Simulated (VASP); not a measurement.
# Br (Cmce) in VASP: further runs, part 2 of 2

VASP 6.6.1. The steps go on from the part before.

### Step 4. Single point, r2SCAN (30.52 Å³/atom)

This run uses another cell than the first one, of 30.52 Å³/atom.

POSCAR

```
Br
1.0
    3.4586673270     -2.0691427712      0.0000000000
    3.4586673270      2.0691427712      0.0000000000
    0.0000000000      0.0000000000      8.5295859905
Br
4
Direct
    0.8608174979      0.1391825021      0.1157818231
    0.6391825021      0.3608174979      0.6157818231
    0.1391825021      0.8608174979      0.8842181769
    0.3608174979      0.6391825021      0.3842181769
```

INCAR.step1

```
SYSTEM = Br
ALGO = Normal ; EDIFF = 1E-5
ENCUT = 550 ; GGA = PE
GGA_COMPAT = .FALSE. ; ISMEAR = -1
LASPH = .TRUE. ; LCHARG = .FALSE.
LREAL = .FALSE. ; LWAVE = .TRUE.
NBANDS = 22 ; NELM = 120
PREC = Accurate ; SIGMA = 0.05
```

INCAR.step2

```
SYSTEM = Br
ALGO = Normal ; EDIFF = 1E-6
ENCUT = 550 ; GGA_COMPAT = .FALSE.
ISIF = 2 ; ISMEAR = -1
ISTART = 1 ; LASPH = .TRUE.
LCHARG = .FALSE. ; LMIXTAU = .TRUE.
LREAL = .FALSE. ; LWAVE = .FALSE.
METAGGA = R2SCAN ; NBANDS = 22
NELM = 120 ; PREC = Accurate
SIGMA = 0.05
```

KPOINTS

```
k-points
0
G
  8 8 4
  0 0 0
```

Potentials or basis: VASP PAW PBE potentials, release 64 (Br).

Launch:

```console
cat potpaw_PBE.64/Br/POTCAR > POTCAR
cp INCAR.step1 INCAR
mpirun -np 1 vasp_std > vasp.out
cp INCAR.step2 INCAR
mpirun -np 1 vasp_std > vasp.out
```

OUTCAR:

```text
SYSTEM = Br
   EDIFF = 1E-6
   ENCUT = 550
   ISIF = 2
   ISMEAR = -1
   ISTART = 1
   LASPH = .TRUE.
   LREAL = .FALSE.
   METAGGA = R2SCAN
   NELM = 120
   PREC = Accurate

 ion  position               nearest neighbor table
   1  0.861  0.139  0.116-   3 2.29
   2  0.639  0.361  0.616-   4 2.29
   3  0.139  0.861  0.884-   1 2.29
   4  0.361  0.639  0.384-   2 2.29

  LATTYP: Found a base centered orthorhombic cell.
 ALAT       =     4.1382855424
 B/A-ratio  =     1.6715460021
 C/A-ratio  =     2.0611400308
[... 790 lines left out ...]
     21       9.9930      0.00000
     22      10.1381      0.00000

 [... further k-points ...]
[... 5 lines left out ...]
  --------------------------------------------------------------------------------------
  -------------------------------------------------------------------------------------
  Total        0.3441847      2.1402575      4.4803360      0.0000000      0.0000000      0.0000000
  in kB        4.5169462     28.0879090     58.7981917      0.0000000      0.0000000      0.0000000
  external PRESSURE =      30.4676823 kB  Pullay stress =       0.0000000 kB

 VOLUME and BASIS-vectors are now :
 -----------------------------------------------------------------------------
  energy-cutoff  :      550.00
  volume of cell :      122.08
      direct lattice vectors                 reciprocal lattice vectors
     3.458667327 -2.069142771  0.000000000     0.144564352 -0.241645964  0.000000000
     3.458667327  2.069142771  0.000000000     0.144564352  0.241645964  0.000000000
     0.000000000  0.000000000  8.529585990     0.000000000  0.000000000  0.117238985

 POSITION                                       TOTAL-FORCE (eV/Angst)
 -----------------------------------------------------------------------------------
      3.45867     -1.49317      0.98757         0.000000      0.456808      0.624335
      3.45867     -0.57598      5.25236         0.000000     -0.456808      0.624335
      3.45867      1.49317      7.54201         0.000000     -0.456808     -0.624335
      3.45867      0.57598      3.27722         0.000000      0.456808     -0.624335
 -----------------------------------------------------------------------------------
    total drift:                                0.000000     -0.000000     -0.000000

  FREE ENERGIE OF THE ION-ELECTRON SYSTEM (eV)
  ---------------------------------------------------
  free  energy   TOTEN  =       -52.9382395387 eV

  energy  without entropy=      -52.9382395379  energy(sigma->0) =      -52.93823954
```

OSZICAR.step1:

```text
N       E                     dE             d eps       ncg     rms          rms(c)
DAV:   1     0.180650141018E+03    0.18065E+03   -0.11961E+04  2772   0.112E+03
DAV:   2     0.712176880820E+01   -0.17353E+03   -0.16769E+03  3890   0.189E+02
DAV:   3    -0.653303060469E+01   -0.13655E+02   -0.13596E+02  3536   0.602E+01
DAV:   4    -0.667260346926E+01   -0.13957E+00   -0.13953E+00  3450   0.722E+00
DAV:   5    -0.667376821656E+01   -0.11647E-02   -0.11647E-02  3494   0.656E-01    0.128E+01
DAV:   6    -0.641981206891E+01    0.25396E+00   -0.17911E-01  3366   0.224E+00    0.833E+00
DAV:   7    -0.633714197814E+01    0.82670E-01   -0.40907E-01  3228   0.332E+00    0.584E-01
DAV:   8    -0.632865747866E+01    0.84845E-02   -0.49235E-02  3072   0.119E+00    0.316E-01
DAV:   9    -0.632871932701E+01   -0.61848E-04   -0.10231E-03  3420   0.190E-01    0.878E-02
DAV:  10    -0.632878158701E+01   -0.62260E-04   -0.10268E-04  3458   0.594E-02    0.479E-02
DAV:  11    -0.632878320019E+01   -0.16132E-05   -0.17122E-05  2448   0.242E-02
   1 F= -.63287832E+01 E0= -.63287832E+01  d E =-.115994E-07
```

Run time: 14 min. Hardware: 1 thread of Intel Xeon 8259CL, shared host; peak memory 0.36 GiB.

What came out:

```yaml
Free_energy: -52.9382 eV
Pressure: 3.0 GPa
Largest_force: 0.774 eV/Å
Band_gap_on_the_k_mesh: 1.93 eV
```

Forces on the atoms (eV/Å):
```
Br   0.000  0.457  0.624
Br   0.000 -0.457  0.624
Br   0.000 -0.457 -0.624
Br   0.000  0.457 -0.624
```

Stress tensor (GPa, compression positive):
```
0.45 0.00 0.00
0.00 2.81 0.00
0.00 0.00 5.88
```

Caveat: the cell stands under pressure; the PAW data sets were made with another functional, which shifts forces and pressure a little.

### Step 5. Single point, r2SCAN (31.85 Å³/atom)

This run uses another cell than the first one, of 31.85 Å³/atom.

POSCAR

```
Br
1.0
    3.5080835367     -2.0987059477      0.0000000000
    3.5080835367      2.0987059477      0.0000000000
    0.0000000000      0.0000000000      8.6514536839
Br
4
Direct
    0.8608174979      0.1391825021      0.1157818231
    0.6391825021      0.3608174979      0.6157818231
    0.1391825021      0.8608174979      0.8842181769
    0.3608174979      0.6391825021      0.3842181769
```

INCAR.step1

```
SYSTEM = Br
PREC = Accurate
ENCUT = 550
ISMEAR = -1
SIGMA = 0.05
LREAL = .FALSE.
LASPH = .TRUE.
NELM = 120
NBANDS = 22
GGA = PE
ALGO = Normal
EDIFF = 1E-5
LWAVE = .TRUE.
LCHARG = .FALSE.
GGA_COMPAT = .FALSE.
```

INCAR.step2

```
SYSTEM = Br
PREC = Accurate
ENCUT = 550
EDIFF = 1E-6
ISMEAR = -1
SIGMA = 0.05
LREAL = .FALSE.
LASPH = .TRUE.
NELM = 120
ALGO = Normal
ISIF = 2
LWAVE = .FALSE.
LCHARG = .TRUE.
METAGGA = R2SCAN
LMIXTAU = .TRUE.
LELF = .TRUE.
LVHAR = .TRUE.
NBANDS = 22
ISTART = 1
GGA_COMPAT = .FALSE.
```

KPOINTS

```
Automatic mesh
0
G
  8 8 4
  0 0 0
```

Launch:

```console
cat potpaw_PBE.64/Br/POTCAR > POTCAR
cp INCAR.step1 INCAR
mpirun -np 1 vasp_std > vasp.out
cp INCAR.step2 INCAR
mpirun -np 1 vasp_std > vasp.out
```

It took 10 min on 1 thread of Intel Xeon 8259CL, shared host; peak memory 0.36 GiB.

The run converged. Its results:

```
Free energy            : -53.0098 eV
Pressure               : 1.3 GPa
Largest force          : 0.358 eV/Å
Band gap on the k mesh : 1.79 eV
```

Forces on the atoms (eV/Å):
```
Br   0.000  0.211  0.289
Br   0.000 -0.211  0.289
Br   0.000 -0.211 -0.289
Br   0.000  0.211 -0.289
```

Stress tensor (GPa, compression positive):
```
0.18 0.00 0.00
0.00 1.20 0.00
0.00 0.00 2.56
```

Levels at points of the mesh, in eV from the valence-band top:
| k point | band 11 | band 12 | band 13 | band 14 | band 15 | band 16 | band 17 | band 18 |
| --- | --- | --- | --- | --- | --- | --- | --- | --- |
| (0.00, 0.00, 0.00) | -1.30 | -0.51 | -0.38 | 0.00 | 1.79 | 2.84 | 6.44 | 7.03 |
| (0.50, 0.00, 0.00) | -1.31 | -1.31 | -0.58 | -0.58 | 2.83 | 2.83 | 7.34 | 7.34 |
| (0.50, 0.50, 0.00) | -1.89 | -1.46 | -0.60 | -0.26 | 1.80 | 2.63 | 7.46 | 8.09 |
| (0.00, 0.00, 0.50) | -1.10 | -1.10 | -0.17 | -0.17 | 2.19 | 2.19 | 7.01 | 7.01 |
| (0.50, 0.00, 0.50) | -0.80 | -0.80 | -0.09 | -0.09 | 2.26 | 2.26 | 7.71 | 7.71 |
| (0.50, 0.50, 0.50) | -1.22 | -1.22 | -0.97 | -0.97 | 2.11 | 2.11 | 8.47 | 8.47 |

Caveat: the PAW data sets were made with another functional, which shifts forces and pressure a little.

### Step 6. Overview

```csv
cell,k mesh,gap on the mesh (eV),pressure (GPa),largest force (eV/Å)
"a = 4.144, b = 4.144, c = 8.770 Å, angles 90.0, 90.0, 61.8°, 4 atoms",5 × 5 × 2,1.67,0.0,-
"a = 3.971, b = 3.971, c = 8.404 Å, angles 90.0, 90.0, 61.8°, 4 atoms",8 × 8 × 4,2.06,5.2,1.26
"a = 4.030, b = 4.030, c = 8.530 Å, angles 90.0, 90.0, 61.8°, 4 atoms",8 × 8 × 4,1.93,3.0,0.77
"a = 4.088, b = 4.088, c = 8.651 Å, angles 90.0, 90.0, 61.8°, 4 atoms",8 × 8 × 4,1.79,1.3,0.36
```

Alike in all rows: task single point; level r2SCAN; potentials or basis VASP PAW PBE potentials, release 64 (Br); no spin polarisation; cutoff (eV) 550; smearing fermi-dirac 0.05 eV.

Caveats: the PAW data sets were made with another functional, which shifts forces and pressure a little; the cell stands under pressure (at least some runs); an odd mesh through Γ misses points on the zone boundary, where band edges can lie (at least some runs).

Absolute energies hang on the potentials; compare differences alone.
